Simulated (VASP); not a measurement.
Here is a VASP 6.6.1 calculation.

The input INCAR:

```
SYSTEM = CsH
PREC     = Accurate       ! precision mode
ENCUT    = 520            ! plane-wave cutoff, eV
EDIFF    = 1E-6           ! SCF threshold, eV
ISMEAR   = 0              ! smearing method
SIGMA    = 0.05           ! smearing width, eV
LREAL    = .FALSE.        ! projectors in reciprocal space
LASPH    = .TRUE.         ! aspherical terms in the spheres
NELM     = 80             ! most SCF steps
ALGO     = Normal         ! electronic algorithm
ISIF     = 2              ! what is computed and relaxed
LWAVE    = .FALSE.        ! write WAVECAR
LCHARG   = .FALSE.        ! write CHGCAR
NBANDS   = 12             ! bands
```

KPOINTS

```
regular mesh
0
G
  5 5 5
  0 0 0
```

Contents of POSCAR:

```
CsH
1.0
    0.0531333333      3.1880000000      3.1880000000
    3.1880000000      0.0531333333      3.1880000000
    3.2411333333      3.2411333333      0.0000000000
Cs H
1 1
Direct
    0.0000000000      0.0000000000      0.0000000000
    0.5000000000      0.5000000000      0.5000000000
```

Potentials or basis: VASP PAW LDA potentials, release 64 (Cs_sv, H).

Launch:

```sh
$ cat potpaw_LDA.64/Cs_sv/POTCAR potpaw_LDA.64/H/POTCAR > POTCAR
$ mpirun -np 1 vasp_std > vasp.out
```

Problem. What does it give for the band gap on the k mesh?

Solution. 2.44 eV, indirect (least direct gap 2.46 eV).

Problem. What does it give for the pressure?

Solution. -1.2 GPa.

Stress tensor (GPa, compression positive):
```
-1.24 -0.18  0.00
-0.18 -1.24  0.00
 0.00  0.00 -1.25
```

Caveat: spin-orbit coupling is left out, which moves the levels of the heavy elements. A k mesh can miss the band edges.
